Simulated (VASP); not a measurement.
**GaN: single point with r2SCAN**

Crystal: GaN.

```
Ga N
1.0
     3.18310    0.00000    0.00000
    -1.59155    2.75665    0.00000
     0.00000    0.00000    5.18358
Ga N
2 2
Direct
  0.33333 0.66667 0.99911
  0.66667 0.33333 0.49911
  0.33333 0.66667 0.37589
  0.66667 0.33333 0.87589
```

```json
{"Program": "VASP 6.6.1", "Task": "single point", "Functional": "r2SCAN", "Potentials or basis": "VASP PAW PBE potentials, release 64 (Ga_d, N_h)", "Cutoff": "910 eV", "k mesh": "10 × 10 × 6", "Occupations": "fermi-dirac, width 0.1 eV", "Spin": "no spin polarisation", "Dipole correction": "no", "Further INCAR settings": "ALGO = Normal; EDIFF = 1e-06; NBANDS = 26"}
```

| Item | Value |
| --- | --- |
| Pressure | 1.0 GPa |
| Band gap on the k mesh | 2.34 eV |

Levels at points of the mesh, in eV from the valence-band top:
| k point | band 14 | band 15 | band 16 | band 17 | band 18 | band 19 | band 20 | band 21 | band 22 | band 23 |
| --- | --- | --- | --- | --- | --- | --- | --- | --- | --- | --- |
| (0.00, 0.00, 0.00) | -1.07 | -1.07 | -0.04 | 0.00 | 0.00 | 2.34 | 4.81 | 9.96 | 10.59 | 10.59 |
| (0.50, 0.00, 0.00) | -5.39 | -4.30 | -2.83 | -2.24 | -1.03 | 5.58 | 6.12 | 6.55 | 9.35 | 11.07 |
| (0.00, 0.00, 0.50) | -3.93 | -0.55 | -0.55 | -0.55 | -0.55 | 4.77 | 4.77 | 9.18 | 9.18 | 11.11 |
| (0.50, 0.00, 0.50) | -6.72 | -2.01 | -2.01 | -1.95 | -1.95 | 4.89 | 4.89 | 8.42 | 8.42 | 10.76 |

Run time: 3.8 min on 1 thread of Intel(R) Xeon(R) 6975P-C (Granite Rapids), on a shared host, peak memory 0.31 GiB.

Caveat: the cutoff is under 1.25 times the usual one of these potentials, so pressure, stress and relaxed cells hold a basis-set (Pulay) error; the PAW data sets were made with another functional, which shifts forces and pressure a little.
